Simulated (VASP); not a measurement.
H2Se:

```xyz
3
Lattice="2.9236 0.0000 0.0000 0.0000 2.9236 0.0000 0.0000 0.0000 4.9646" Properties=species:S:1:pos:R:3 pbc="T T T"
H     0.0000    1.4618    3.2981
H     1.4618    0.0000    3.2981
Se    1.4618    1.4618    4.4085
```

- Program: VASP 6.6.1
- Task: relaxation of cell and atoms
- Functional: PBE
- Dispersion: D3(BJ)
- Potentials or basis: VASP PAW PBE potentials, release 64 (H, Se)
- Cutoff: 600 eV
- k mesh: 6 × 6 × 4
- Occupations: gaussian, width 0.1 eV
- Spin: no spin polarisation

At the start: pressure 4.4 GPa; volume 14.15 Å³/atom.

Task: Where does the relaxation end?

Result: Over 7 steps the energy falls by 554.5 meV/atom and the volume is 16.18 Å³/atom (+14.4 %); space group P4mm (No. 99, to 0.05 Å).

Step by step:
```csv
step,energy change (eV),largest force (eV/Å),pressure (GPa),volume (Å³)
1,0.0000,1.7042,4.36,42.44
2,-0.6529,2.3980,5.77,44.74
3,-1.6335,0.1128,-2.73,50.72
4,-1.6476,0.3323,-1.90,50.13
5,-1.6473,0.3859,-1.71,50.00
6,-1.6627,0.0643,0.42,48.24
7,-1.6634,0.0115,0.03,48.54
```

Final structure:
```xyz
3
Lattice="3.3824 0.0000 0.0000 0.0000 3.3824 0.0000 0.0000 0.0000 4.2426" Properties=species:S:1:pos:R:3 pbc="T T T"
H     0.0000    1.6912    2.9600
H     1.6912    0.0000    2.9600
Se    1.6912    1.6912    3.4845
```
